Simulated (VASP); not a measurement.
# Nb (Fm-3m) in VASP: settings compared

Aim: see how the results for Nb move with the level of theory and the settings. Levels: HSE06, RPBE+D3(BJ). Tasks: single point.

Program: VASP 6.6.1. These are calculated values, not measurements. Logs are shortened: lines on timing, memory, paths and dates and some standing lists are left out, and cuts for length are marked.

**1. The cell of the first run**

Symmetry: Fm-3m, No. 225, cubic system. Conventional cell: a = 4.144 Å, b = 4.144 Å, c = 4.144 Å, α = 90.00°, β = 90.00°, γ = 90.00°. Within 3.9 Å of Nb (site symmetry m-3m) lie 12 Nb at 2.93 Å.

This isn't the form of Nb at room conditions, which is bcc.

**2. Single point, HSE06**

POSCAR reads:

```
Nb
1.0
    0.0000000000      2.0718246199      2.0718246199
    2.0718246199      0.0000000000      2.0718246199
    2.0718246199      2.0718246199      0.0000000000
Nb
1
Direct
    0.0000000000      0.0000000000      0.0000000000
```

INCAR.step1 reads:

```
SYSTEM = Nb
ALGO = Normal ; EDIFF = 1E-5
ENCUT = 520 ; GGA = PE
ISIF = 2 ; ISMEAR = -1
LASPH = .TRUE. ; LCHARG = .FALSE.
LREAL = .FALSE. ; LWAVE = .TRUE.
NBANDS = 12 ; NELM = 60
PREC = Accurate ; SIGMA = 0.05
```

INCAR.step2 reads:

```
SYSTEM = Nb
ALGO = Normal ; EDIFF = 1E-7
ENCUT = 520 ; GGA = PE
HFSCREEN = 0.2079 ; ISIF = 2
ISMEAR = -1 ; ISTART = 1
LASPH = .TRUE. ; LCHARG = .FALSE.
LHFCALC = .TRUE. ; LREAL = .FALSE.
LWAVE = .FALSE. ; NBANDS = 12
NELM = 60 ; PREC = Accurate
PRECFOCK = Normal ; SIGMA = 0.05
```

KPOINTS reads:

```
k-points
0
G
  6 6 6
  0 0 0
```

Potentials or basis: VASP PAW PBE potentials, release 64 (Nb_sv).

Run with:

```bash
$ cat potpaw_PBE.64/Nb_sv/POTCAR > POTCAR
$ cp INCAR.step1 INCAR
$ mpirun -np 1 vasp_std > vasp.out
$ cp INCAR.step2 INCAR
$ mpirun -np 1 vasp_std > vasp.out
```

OUTCAR:

```text
SYSTEM = Nb
   EDIFF = 1E-7
   ENCUT = 520
   GGA = PE
   HFSCREEN = 0.2079
   ISIF = 2
   ISMEAR = -1
   ISTART = 1
   LASPH = .TRUE.
   LHFCALC = .TRUE.
   LREAL = .FALSE.
   NELM = 60
   PREC = Accurate
   PRECFOCK = Normal

 ion  position               nearest neighbor table
   1  0.000  0.000  0.000-

  LATTYP: Found a face centered cubic cell.
 ALAT       =     4.1436492398

  Lattice vectors:

 A1 = (   0.0000000000,   2.0718246199,   2.0718246199)
 A2 = (   2.0718246199,   0.0000000000,   2.0718246199)
 A3 = (   2.0718246199,   2.0718246199,   0.0000000000)

Analysis of symmetry for initial positions (statically):
=====================================================================
 Subroutine PRICEL returns:
 Original cell was already a primitive cell.

 Routine SETGRP: Setting up the symmetry group for a
 face centered cubic supercell.

 Subroutine GETGRP returns: Found 48 space group operations
 (whereof 48 operations were pure point group operations)
 out of a pool of 48 trial point group operations.

The static configuration has the point symmetry O_h .

Analysis of symmetry for dynamics (positions and initial velocities):
=====================================================================
 Subroutine PRICEL returns:
 Original cell was already a primitive cell.

 Routine SETGRP: Setting up the symmetry group for a
 face centered cubic supercell.

 Subroutine GETGRP returns: Found 48 space group operations
 (whereof 48 operations were pure point group operations)
 out of a pool of 48 trial point group operations.

The dynamic configuration has the point symmetry O_h .

 Subroutine INISYM returns: Found 48 space group operations
 (whereof 48 operations are pure point group operations),
 and found     1 'primitive' translations

----------------------------------------------------------------------------------------

                                     Primitive cell

  volume of cell :      17.7864

  direct lattice vectors                    reciprocal lattice vectors
     0.000000000  2.071824620  2.071824620    -0.241333168  0.241333168  0.241333168
     2.071824620  0.000000000  2.071824620     0.241333168 -0.241333168  0.241333168
     2.071824620  2.071824620  0.000000000     0.241333168  0.241333168 -0.241333168

  length of vectors
     2.930002476  2.930002476  2.930002476     0.418001309  0.418001309  0.418001309

[... 84 lines left out ...]
   ISMEAR =    -1;   SIGMA  =   0.05  broadening in eV -4-tet -1-fermi 0-gaus
   EFERMI_NEDOS =   21; number of points for ismear=-14 and -15
   IALGO  =     38    algorithm
   IMIX   =      1    mixing-type and parameters
     AMIX     =   0.40;   BMIX     =  1.00
     AMIX_MAG =   1.60;   BMIX_MAG =  1.00
  volume/ion in A,a.u.               =      17.79       120.03
  Fermi-wavevector in a.u.,A,eV,Ry     =   1.474664  2.786710 29.587675  2.174633
  Thomas-Fermi vector in A             =   2.589407
   LORBIT       =      0    0 simple, 1 ext, 2 COOP (PROOUT), +10 PAW based schemes
   GGA     = PE    functional components
   LHFCALC =     T    Hartree Fock is set to
   PRECFOCK=normal    Normal, Fast or Accurate (Low or Medium for compatibility)
   ENCUT4O =  -1.0   cutoff for four orbital integrals eV
   NKREDX  =     1    reduce k-point grid by
   NKREDY  =     1    reduce k-point grid by
   NKREDZ  =     1    reduce k-point grid by
   AEXX    =    0.2500 exact exchange contribution
   HFSCREEN=    0.2079 screening length (either q_TF or 0.3 A-1)
   HFSCREENC=   0.2079 screening length for correlation (either q_TF or 0.3 A-1)
   ENCUTFOCK=  -1.0 apply spherical cutoff to Coloumb kernel
   IVDW    =     0    specifies the selected vdW correction
   LEPSILON=     F    determine dielectric tensor
   LRPA    =     F    only Hartree local field effects (RPA)
 non-spin polarized calculation
  energy-cutoff  :      520.00
  volume of cell :       17.79
 maximum number of plane-waves:       531
 NGX is ok and might be reduce to    24
  NGX = 18; NGY = 18; NGZ = 18

 number of electron      13.0000000 magnetization

 Free energy of the ion-electron system (eV)
  ---------------------------------------------------
  ext. energy  EPLUGINS =         0.00000000
  ---------------------------------------------------
  free energy    TOTEN  =       -11.48909340 eV

  energy without entropy =      -11.47325684  energy(sigma->0) =      -11.48117512

 E-fermi :  11.7547     XC(G=0): -10.2931

 val. band max:       11.6970793378   @ k =   0.5000   0.1667   0.0000
 cond. band min:      11.7878161667   @ k =   0.5000   0.0000   0.0000
 fundamental gap:      0.0907368289
 Fermi energy:        11.7546934973

 k-point     1 :       0.0000    0.0000    0.0000
  band No.  band energies     occupation
      1     -47.0829      2.00000
      2     -20.8531      2.00000
      3     -20.8531      2.00000
      4     -20.8531      2.00000
      5       4.1915      2.00000
      6      11.9689      0.02722
      7      11.9689      0.02722
      8      11.9689      0.02722
      9      15.3264      0.00000
     10      15.3264      0.00000
     11      24.1429      0.00000
     12      29.5827      0.00000
[... 211 lines left out ...]
 k-point    16 :      -0.3333    0.5000    0.1667
  band No.  band energies     occupation
      1     -46.7259      2.00000
      2     -22.0911      2.00000
      3     -21.6257      2.00000
      4     -21.4137      2.00000
      5       7.8049      2.00000
      6       8.6274      2.00000
      7      12.0639      0.00411
      8      15.0807      0.00000
      9      18.0009      0.00000
     10      21.5679      0.00000
     11      23.9624      0.00000
     12      24.1547      0.00000

------------------------ aborting loop because EDIFF is reached ----------------------------------------

  FORCE on cell =-STRESS in cart. coord.  units (eV):
  Direction    XX          YY          ZZ          XY          YZ          ZX
  --------------------------------------------------------------------------------------
  -------------------------------------------------------------------------------------
  Total        1.0292972      1.0292972      1.0292972      0.0000000      0.0000000     -0.0000000
  in kB       92.7176508     92.7176508     92.7176508      0.0000000      0.0000000     -0.0000000
  external PRESSURE =      92.7176508 kB  Pullay stress =       0.0000000 kB

 VOLUME and BASIS-vectors are now :
 -----------------------------------------------------------------------------
  energy-cutoff  :      520.00
  volume of cell :       17.79
      direct lattice vectors                 reciprocal lattice vectors
     0.000000000  2.071824620  2.071824620    -0.241333168  0.241333168  0.241333168
     2.071824620  0.000000000  2.071824620     0.241333168 -0.241333168  0.241333168
     2.071824620  2.071824620  0.000000000     0.241333168  0.241333168 -0.241333168

 POSITION                                       TOTAL-FORCE (eV/Angst)
 -----------------------------------------------------------------------------------
      0.00000      0.00000      0.00000         0.000000      0.000000      0.000000
 -----------------------------------------------------------------------------------
    total drift:                               -0.000000     -0.000000     -0.000000

  FREE ENERGIE OF THE ION-ELECTRON SYSTEM (eV)
  ---------------------------------------------------
  free  energy   TOTEN  =       -11.4890933980 eV

  energy  without entropy=      -11.4732568408  energy(sigma->0) =      -11.48117512
```

OUTCAR.step1:

```text
SYSTEM = Nb
   EDIFF = 1E-5
   ENCUT = 520
   GGA = PE
   ISIF = 2
   ISMEAR = -1
   LASPH = .TRUE.
[... 446 lines left out ...]
 -----------------------------------------------------------------------------------
      0.00000      0.00000      0.00000        -0.000000      0.000000     -0.000000
 -----------------------------------------------------------------------------------
    total drift:                                0.000000      0.000000      0.000000

  FREE ENERGIE OF THE ION-ELECTRON SYSTEM (eV)
  ---------------------------------------------------
  free  energy   TOTEN  =        -9.8751107488 eV

  energy  without entropy=       -9.8646546505  energy(sigma->0) =       -9.86988270
```

Run time: 35 min. Hardware: 1 thread of Intel Xeon 8259CL, shared host; peak memory 0.25 GiB.

What came out:

- Free energy: -11.4891 eV
- Pressure: 9.3 GPa
- Band gap on the k mesh: zero (an odd number of electrons rules out a gap without spin polarisation)

Caveat: the k points lie up to 0.44 Å⁻¹ apart, too coarse for converged energies and pressures of a metal; the PAW data sets were made with another functional, which shifts forces and pressure a little.

**3. Single point, HSE06**

This run uses another cell than the first one, of 18.16 Å³/atom.

POSCAR reads:

```
Nb
1.0
    0.0000000000      2.0864154149      2.0864154149
    2.0864154149      0.0000000000      2.0864154149
    2.0864154149      2.0864154149      0.0000000000
Nb
1
Direct
    0.0000000000      0.0000000000      0.0000000000
```

INCAR.step1 reads:

```
ALGO     = Normal         # electronic algorithm
EDIFF    = 1E-5           # SCF threshold, eV
ENCUT    = 520            # plane-wave cutoff, eV
GGA      = PE             # functional
ISIF     = 2              # what is computed and relaxed
ISMEAR   = -1             # smearing method
LASPH    = T              # aspherical terms in the spheres
LCHARG   = F              # write CHGCAR
LREAL    = F              # projectors in reciprocal space
LWAVE    = T              # write WAVECAR
NBANDS   = 12             # bands
NELM     = 100            # most SCF steps
PREC     = Accurate       # precision mode
SIGMA    = 0.05           # smearing width, eV
```

INCAR.step2 reads:

```
ALGO     = Normal         # electronic algorithm
EDIFF    = 1E-6           # SCF threshold, eV
ENCUT    = 520            # plane-wave cutoff, eV
GGA      = PE             # functional
HFSCREEN = 0.2079         # screening, 1/A
ISIF     = 2              # what is computed and relaxed
ISMEAR   = -1             # smearing method
ISTART   = 1            
LASPH    = T              # aspherical terms in the spheres
LCHARG   = F              # write CHGCAR
LHFCALC  = T              # exact exchange
LREAL    = F              # projectors in reciprocal space
LWAVE    = F              # write WAVECAR
NBANDS   = 12             # bands
NELM     = 100            # most SCF steps
PREC     = Accurate       # precision mode
PRECFOCK = Normal       
SIGMA    = 0.05           # smearing width, eV
```

KPOINTS reads:

```
k-points
0
Gamma
  6 6 6
```

Potentials or basis: VASP PAW PBE potentials, release 64 (Nb_sv).

Run with:

```bash
$ cat potpaw_PBE.64/Nb_sv/POTCAR > POTCAR
$ cp INCAR.step1 INCAR
$ mpirun -np 1 vasp_std > vasp.out
$ cp INCAR.step2 INCAR
$ mpirun -np 1 vasp_std > vasp.out
```

OUTCAR:

```text
EDIFF = 1E-6
   ENCUT = 520
   GGA = PE
   HFSCREEN = 0.2079
   ISIF = 2
   ISMEAR = -1
   ISTART = 1
   LASPH = T
   LHFCALC = T
   LREAL = F
   NELM = 100
   PREC = Accurate
   PRECFOCK = Normal

 ion  position               nearest neighbor table
   1  0.000  0.000  0.000-

  LATTYP: Found a face centered cubic cell.
 ALAT       =     4.1728308298

  Lattice vectors:

 A1 = (   0.0000000000,   2.0864154149,   2.0864154149)
 A2 = (   2.0864154149,   0.0000000000,   2.0864154149)
 A3 = (   2.0864154149,   2.0864154149,   0.0000000000)

Analysis of symmetry for initial positions (statically):
=====================================================================
 Subroutine PRICEL returns:
 Original cell was already a primitive cell.

 Routine SETGRP: Setting up the symmetry group for a
 face centered cubic supercell.

 Subroutine GETGRP returns: Found 48 space group operations
 (whereof 48 operations were pure point group operations)
 out of a pool of 48 trial point group operations.

The static configuration has the point symmetry O_h .

Analysis of symmetry for dynamics (positions and initial velocities):
=====================================================================
 Subroutine PRICEL returns:
 Original cell was already a primitive cell.

 Routine SETGRP: Setting up the symmetry group for a
 face centered cubic supercell.

 Subroutine GETGRP returns: Found 48 space group operations
 (whereof 48 operations were pure point group operations)
 out of a pool of 48 trial point group operations.

The dynamic configuration has the point symmetry O_h .

 Subroutine INISYM returns: Found 48 space group operations
 (whereof 48 operations are pure point group operations),
 and found     1 'primitive' translations

----------------------------------------------------------------------------------------

[... 113 lines left out ...]
   AEXX    =    0.2500 exact exchange contribution
   HFSCREEN=    0.2079 screening length (either q_TF or 0.3 A-1)
   HFSCREENC=   0.2079 screening length for correlation (either q_TF or 0.3 A-1)
   ENCUTFOCK=  -1.0 apply spherical cutoff to Coloumb kernel
   IVDW    =     0    specifies the selected vdW correction
   LEPSILON=     F    determine dielectric tensor
   LRPA    =     F    only Hartree local field effects (RPA)
 non-spin polarized calculation
  energy-cutoff  :      520.00
  volume of cell :       18.16
 maximum number of plane-waves:       531
 NGX is ok and might be reduce to    24
  NGX = 18; NGY = 18; NGZ = 18

 number of electron      13.0000000 magnetization

 Free energy of the ion-electron system (eV)
  ---------------------------------------------------
  ext. energy  EPLUGINS =         0.00000000
  ---------------------------------------------------
  free energy    TOTEN  =       -11.50619146 eV

  energy without entropy =      -11.49341298  energy(sigma->0) =      -11.49980222

 E-fermi :  11.4601     XC(G=0): -10.2094

 val. band max:       11.3623274113   @ k =   0.5000   0.1667   0.0000
 cond. band min:      11.5153029656   @ k =   0.5000   0.0000   0.0000
 fundamental gap:      0.1529755543
 Fermi energy:        11.4600676477

 k-point     1 :       0.0000    0.0000    0.0000
  band No.  band energies     occupation
      1     -47.4137      2.00000
      2     -21.2306      2.00000
      3     -21.2306      2.00000
      4     -21.2306      2.00000
      5       3.9375      2.00000
      6      11.6788      0.02485
      7      11.6788      0.02485
      8      11.6788      0.02485
      9      14.9589      0.00000
     10      14.9589      0.00000
     11      23.8187      0.00000
     12      29.1579      0.00000
[... 211 lines left out ...]
 k-point    16 :      -0.3333    0.5000    0.1667
  band No.  band energies     occupation
      1     -47.0852      2.00000
      2     -22.3915      2.00000
      3     -21.9547      2.00000
      4     -21.7560      2.00000
      5       7.6119      2.00000
      6       8.3955      2.00000
      7      11.7228      0.01040
      8      14.7206      0.00000
      9      17.5343      0.00000
     10      21.0249      0.00000
     11      23.4384      0.00000
     12      23.5881      0.00000

------------------------ aborting loop because EDIFF is reached ----------------------------------------

  FORCE on cell =-STRESS in cart. coord.  units (eV):
  Direction    XX          YY          ZZ          XY          YZ          ZX
  --------------------------------------------------------------------------------------
  -------------------------------------------------------------------------------------
  Total        0.5741302      0.5741302      0.5741302     -0.0000000      0.0000000     -0.0000000
  in kB       50.6394095     50.6394095     50.6394095     -0.0000000      0.0000000     -0.0000000
  external PRESSURE =      50.6394095 kB  Pullay stress =       0.0000000 kB

 VOLUME and BASIS-vectors are now :
 -----------------------------------------------------------------------------
  energy-cutoff  :      520.00
  volume of cell :       18.16
      direct lattice vectors                 reciprocal lattice vectors
     0.000000000  2.086415415  2.086415415    -0.239645469  0.239645469  0.239645469
     2.086415415  0.000000000  2.086415415     0.239645469 -0.239645469  0.239645469
     2.086415415  2.086415415  0.000000000     0.239645469  0.239645469 -0.239645469

 POSITION                                       TOTAL-FORCE (eV/Angst)
 -----------------------------------------------------------------------------------
      0.00000      0.00000      0.00000         0.000000     -0.000000     -0.000000
 -----------------------------------------------------------------------------------
    total drift:                                0.000000     -0.000000     -0.000000

  FREE ENERGIE OF THE ION-ELECTRON SYSTEM (eV)
  ---------------------------------------------------
  free  energy   TOTEN  =       -11.5061914551 eV

  energy  without entropy=      -11.4934129843  energy(sigma->0) =      -11.49980222
```

OUTCAR.step1:

```text
EDIFF = 1E-5
   ENCUT = 520
   GGA = PE
   ISIF = 2
   ISMEAR = -1
   LASPH = T
[... 444 lines left out ...]

 POSITION                                       TOTAL-FORCE (eV/Angst)
 -----------------------------------------------------------------------------------
      0.00000      0.00000      0.00000         0.000000     -0.000000     -0.000000
 -----------------------------------------------------------------------------------
    total drift:                               -0.000000      0.000000      0.000000

  FREE ENERGIE OF THE ION-ELECTRON SYSTEM (eV)
  ---------------------------------------------------
  free  energy   TOTEN  =        -9.8934869430 eV

  energy  without entropy=       -9.8822767503  energy(sigma->0) =       -9.88788185
```

OSZICAR.step1:

```text
N       E                     dE             d eps       ncg     rms          rms(c)
DAV:   1     0.118539793406E+03    0.11854E+03   -0.71152E+03   384   0.106E+03
DAV:   2    -0.561131723881E+01   -0.12415E+03   -0.11970E+03   408   0.392E+02
DAV:   3    -0.100148576011E+02   -0.44035E+01   -0.42240E+01   552   0.656E+01
DAV:   4    -0.103182728462E+02   -0.30342E+00   -0.30084E+00   516   0.165E+01
DAV:   5    -0.103335313907E+02   -0.15259E-01   -0.15249E-01   556   0.299E+00    0.692E+00
DAV:   6    -0.993767682009E+01    0.39585E+00   -0.61838E-01   612   0.994E+00    0.248E+00
DAV:   7    -0.988826840479E+01    0.49408E-01   -0.20604E-01   612   0.570E+00    0.103E+00
DAV:   8    -0.989341790336E+01   -0.51495E-02   -0.13890E-02   464   0.157E+00    0.379E-02
DAV:   9    -0.989347109414E+01   -0.53191E-04   -0.95127E-04   640   0.306E-01    0.434E-02
DAV:  10    -0.989349149069E+01   -0.20397E-04   -0.18050E-05   388   0.608E-02    0.166E-02
DAV:  11    -0.989348694304E+01    0.45477E-05   -0.59273E-06   288   0.444E-02
   1 F= -.98934869E+01 E0= -.98878818E+01  d E =-.112102E-01
```

Run time: 27 min. Hardware: 1 thread of Intel Xeon 8259CL, shared host; peak memory 0.25 GiB.

Results:

- Free energy: -11.5062 eV
- Pressure: 5.1 GPa
- Band gap on the k mesh: zero (an odd number of electrons rules out a gap without spin polarisation)

Caveat: the k points lie up to 0.43 Å⁻¹ apart, too coarse for converged energies and pressures of a metal; the PAW data sets were made with another functional, which shifts forces and pressure a little.

[end of part 1 of 2]
